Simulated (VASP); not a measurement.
Wanted: the native input for a VASP 6.6.1 run.

```yaml
Task: single point
Functional: PBE
Potentials_or_basis: VASP PAW PBE potentials, release 64 (C, Pt)
Cutoff: 520 eV
k_mesh: 2 × 2 × 1
Occupations: gaussian, width 0.02 eV
Spin: no spin polarisation
Dipole_correction: no
Further_INCAR_settings: LREAL = Auto; ALGO = Normal; EDIFF = 1e-06; NBANDS = 56
```

The structure of PtC18 lies in POSCAR:

```
PtC18
1.0
    7.3980000000      0.0000000000      0.0000000000
   -3.6990000000      6.4068560000      0.0000000000
    0.0000000000      0.0000000000     12.0000000000
C Pt
18 1
Direct
   -0.0025369200     -0.0085509960      0.0856719167
    0.2183312917      0.1017044866      0.0843289167
   -0.0032300863      0.3232624551      0.0780230833
    0.2185421149      0.4348471388      0.0806890000
   -0.0025563338      0.6561876839      0.0826085000
    0.2181420164      0.7684032543      0.0802955000
    0.3298826990     -0.0098034044      0.0826273333
    0.5516692553      0.1019521900      0.0802101667
    0.3284755997      0.3224516050      0.0857195833
    0.5504309728      0.4321074174      0.0931483333
    0.3292129618      0.6569812089      0.0793127500
    0.5495510116      0.7705729612      0.0826813333
    0.6630163778     -0.0092435354      0.0792259167
    0.8852493175      0.1014856585      0.0806077500
    0.6637814434      0.3225699157      0.0825191667
    0.8853427795      0.4347801792      0.0784980833
    0.6616996329      0.6581927235      0.0946946667
    0.8878049819      0.7695567061      0.0932558333
    0.6898570090      0.6301287246      0.2608813333
```

The input as run:

INCAR

```
PREC = Accurate
ENCUT = 520
EDIFF = 1E-6
ISMEAR = 0
SIGMA = 0.02
LREAL = Auto
LASPH = T
NELM = 100
ALGO = Normal
ISIF = 2
LWAVE = F
LCHARG = F
GGA = PE
NBANDS = 56
```

KPOINTS

```
Automatic mesh
0
Gamma
  2 2 1
```

Potentials or basis: VASP PAW PBE potentials, release 64 (C, Pt).

Run with:

```console
$ cat potpaw_PBE.64/C/POTCAR potpaw_PBE.64/Pt/POTCAR > POTCAR
$ mpirun -np 1 vasp_std > vasp.out
```

It gave:

- Largest force: 0.091 eV/Å
- Band gap on the k mesh: 0.18 eV, direct

Caveat: the k points lie up to 0.49 Å⁻¹ apart; spin-orbit coupling is left out, which moves the levels of the heavy elements.

It took 2.7 min on 1 thread of Intel(R) Xeon(R) 6975P-C (Granite Rapids), on a shared host, peak memory 0.57 GiB.
